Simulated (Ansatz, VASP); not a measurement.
## Two plane-wave programs on BP

Contents of POSCAR:

```
BP
1.0
    0.0000000000      2.3030350000      2.2690000000
    2.2690000000      0.0000000000      2.2690000000
    2.2690000000      2.3030350000      0.0000000000
B P
1 1
Direct
    0.0000000000      0.0000000000      0.0000000000
    0.7500000000      0.7500000000      0.7500000000
```

INCAR.step1

```
PREC = Accurate
ENCUT = 520
ISMEAR = 0
SIGMA = 0.05
LREAL = False
LASPH = True
NELM = 60
NBANDS = 11
GGA = PE
ALGO = Normal
EDIFF = 1E-4
LWAVE = True
LCHARG = False
```

The input INCAR.step2:

```
PREC = Accurate
ENCUT = 520
EDIFF = 1E-6
ISMEAR = 0
SIGMA = 0.05
LREAL = False
LASPH = True
NELM = 60
ALGO = Normal
ISIF = 2
LWAVE = False
LCHARG = False
METAGGA = R2SCAN
LMIXTAU = True
NBANDS = 11
ISTART = 1
```

Contents of KPOINTS:

```
Automatic mesh
0
Gamma
  10 10 10
```

Input for Ansatz:

```yaml
crystal:
  lattice:
    - [0.0, 2.303035, 2.269]
    - [2.269, 0.0, 2.269]
    - [2.269, 2.303035, 0.0]
  atoms:
    - { symbol: B, position: [0.0, 0.0, 0.0] }
    - { symbol: P, position: [0.75, 0.75, 0.75] }
basis:
  ecutwfc: 500
kpoints:
  mp_grid: { grid: [10, 10, 10] }
hamiltonian:
  xc: r2scan
scf:
  occupations: { method: gaussian, width: 0.05 }
output:
  forces: true
  stress: true
  eigenvalues: true
```

Change from the starting cell: strain +0.0150 x Voigt [0, 1, 0, 0, 0, 0], atoms carried along.

Alike in both runs: task single point; functional r2SCAN; k mesh 10 × 10 × 10; occupations gaussian, width 0.05 eV; no spin polarisation.

```csv
,VASP,Ansatz
version,VASP 6.6.1,Ansatz 0.2.0
potentials or method,"VASP PAW PBE potentials, release 64 (B, P), cutoff 520 eV","scalar-relativistic, plane waves, PAW"
valence electrons in the cell,8,8
```

```csv
,VASP,Ansatz,Ansatz less VASP
gap on the k mesh at the Fermi level (eV),1.35,1.32,-0.030
least direct gap on the mesh (eV),3.54,3.50,-0.040
pressure (GPa),-3.1,-2.6,+0.49
"traceless stress, the component that is largest in VASP (GPa)",-2.89,-2.87,+0.013
```

VASP's potentials were made for PBE, not for r2SCAN.
